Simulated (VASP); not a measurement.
The system is La2Y2O.

```
CELL_PARAMETERS angstrom
3.52000 0.00000 0.00000
-1.76000 3.04841 0.00000
0.00000 0.00000 10.90000
ATOMIC_POSITIONS crystal
La 0.33333 0.66667 0.12500
La 0.66667 0.33333 0.87500
Y 0.66667 0.33333 0.37800
Y 0.33333 0.66667 0.62200
O 0.00000 0.00000 0.00000
```

| Item | Value |
| --- | --- |
| Program | VASP 6.6.1 |
| Task | relaxation of cell and atoms |
| Functional | PBE |
| Potentials or basis | VASP PAW PBE potentials, release 64 (La, Y_sv, O) |
| Cutoff | 600 eV |
| k mesh | 5 × 5 × 2 |
| Occupations | gaussian, width 0.2 eV |
| Spin | no spin polarisation |

At the start: pressure 13.4 GPa; volume 23.39 Å³/atom.

Where does the relaxation end?

Over 7 steps the energy falls by 205.8 meV/atom and the volume is 28.79 Å³/atom (+23.1 %); space group P-3m1 (No. 164, to 0.1 Å) before and after.

Step by step:
```csv
step,energy change (eV),largest force (eV/Å),pressure (GPa),volume (Å³)
1,0.0000,0.8342,13.40,116.96
2,-0.7779,0.7894,-3.65,153.29
3,-0.9262,0.5416,0.04,141.29
4,-0.9683,0.4220,-0.01,141.97
5,-1.0232,0.1069,-0.06,143.69
6,-1.0253,0.1091,-0.04,144.09
7,-1.0290,0.0587,0.08,143.96
```

Final structure:
```yaml
crystal:
  lattice:
    - [3.72290, 0.00000, 0.00000]
    - [-1.86145, 3.22413, 0.00000]
    - [0.00000, 0.00000, 11.99325]
  atoms:
    - { symbol: La, position: [0.33333, 0.66667, 0.11798] }
    - { symbol: La, position: [0.66667, 0.33333, 0.88202] }
    - { symbol: Y, position: [0.66667, 0.33333, 0.38717] }
    - { symbol: Y, position: [0.33333, 0.66667, 0.61283] }
    - { symbol: O, position: [0.00000, 0.00000, 0.00000] }
```

Caveat: the k points lie up to 0.39 Å⁻¹ apart in the final cell, too coarse for converged energies and pressures of a metal; the volume moved by over 15 % at a fixed basis, so the end points are rough; the relaxation stopped at a loose force limit of 0.08 eV/Å, so its end isn't a converged minimum.
